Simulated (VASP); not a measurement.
A run of VASP 6.6.1:

INCAR

```
SYSTEM = CdSe
PREC     = Accurate       ! precision mode
ENCUT    = 500            ! plane-wave cutoff, eV
EDIFF    = 1E-6           ! SCF threshold, eV
ISMEAR   = -1             ! smearing method
SIGMA    = 0.05           ! smearing width, eV
LREAL    = .False.        ! projectors in reciprocal space
LASPH    = .True.         ! aspherical terms in the spheres
NELM     = 120            ! most SCF steps
ALGO     = Normal         ! electronic algorithm
ISIF     = 2              ! what is computed and relaxed
LWAVE    = .False.        ! write WAVECAR
LCHARG   = .False.        ! write CHGCAR
GGA      = PS             ! functional
NBANDS   = 16             ! bands
GGA_COMPAT= .False.
```

File KPOINTS:

```
regular mesh
0
Gamma
  6 6 6
  0 0 0
```

POSCAR

```
CdSe
1.0
    0.0000000000      2.9117775739      2.9117775739
    2.9117775739      0.0000000000      2.9117775739
    2.9117775739      2.9117775739      0.0000000000
Cd Se
1 1
Direct
    0.0000000000      0.0000000000      0.0000000000
    0.5000000000      0.5000000000      0.5000000000
```

Potentials or basis: VASP PAW PBE potentials, release 64 (Cd, Se).

The run is started by

```sh
$ cat potpaw_PBE.64/Cd/POTCAR potpaw_PBE.64/Se/POTCAR > POTCAR
$ mpirun -np 1 vasp_std > vasp.out
```

Hardware: 1 thread of Intel(R) Xeon(R) Platinum 8259CL CPU @ 2.50GHz (Skylake/Cascade Lake) (shared host).

How long does it take, and how much memory?

Run time: 11 s on 1 thread of Intel(R) Xeon(R) Platinum 8259CL CPU @ 2.50GHz (Skylake/Cascade Lake), with other jobs on the host, peak memory 0.17 GiB. Counts: scf iterations 12, k points 16.
